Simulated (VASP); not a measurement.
Crystal: Ca2BF.

```
Ca B F
1.0
     3.55169    0.00000    0.00000
    -1.77584    3.07585    0.00000
     0.00000    0.00000    5.80872
Ca B F
2 1 1
Direct
  0.33333 0.66667 0.69762
  0.66667 0.33333 0.30238
  0.00000 0.00000 0.00000
  0.00000 0.00000 0.50000
```

```yaml
Program: VASP 6.6.1
Task: relaxation of cell and atoms
Functional: PBE
Potentials_or_basis: VASP PAW PBE potentials, release 64 (Ca_sv, B, F)
Cutoff: 600 eV
k_mesh: 6 × 6 × 4
Occupations: gaussian, width 0.1 eV
Spin: no spin polarisation
```

At the start: pressure 11.1 GPa; volume 15.86 Å³/atom.

**Question.** Where does the relaxation end?

**Answer.** Over 7 steps the energy falls by 410.6 meV/atom and the volume is 18.96 Å³/atom (+19.5 %); space group P-3m1 (No. 164, to 0.05 Å).

Step by step:
| step | energy change (eV) | largest force (eV/Å) | pressure (GPa) | volume (Å³) |
| --- | --- | --- | --- | --- |
| 1 | 0.0000 | 3.0297 | 11.07 | 63.46 |
| 2 | -1.1408 | 1.5799 | 0.74 | 74.01 |
| 3 | -1.3820 | 0.8336 | -3.47 | 82.43 |
| 4 | -1.5901 | 0.3427 | -1.35 | 78.08 |
| 5 | -1.6351 | 0.0485 | 0.41 | 75.41 |
| 6 | -1.6354 | 0.0915 | 0.60 | 75.16 |
| 7 | -1.6425 | 0.0284 | -0.03 | 75.83 |

Final structure:
```xyz
4
Lattice="3.5691 0.0000 0.0000 -1.7846 3.0910 0.0000 0.0000 0.0000 6.8738" Properties=species:S:1:pos:R:3 pbc="T T T"
Ca    0.0000    2.0606    5.1981
Ca    1.7846    1.0303    1.6756
B     0.0000    0.0000    6.8738
F     0.0000    0.0000    3.4369
```

Caveat: the volume moved by over 15 % at a fixed basis, so the end points are rough.
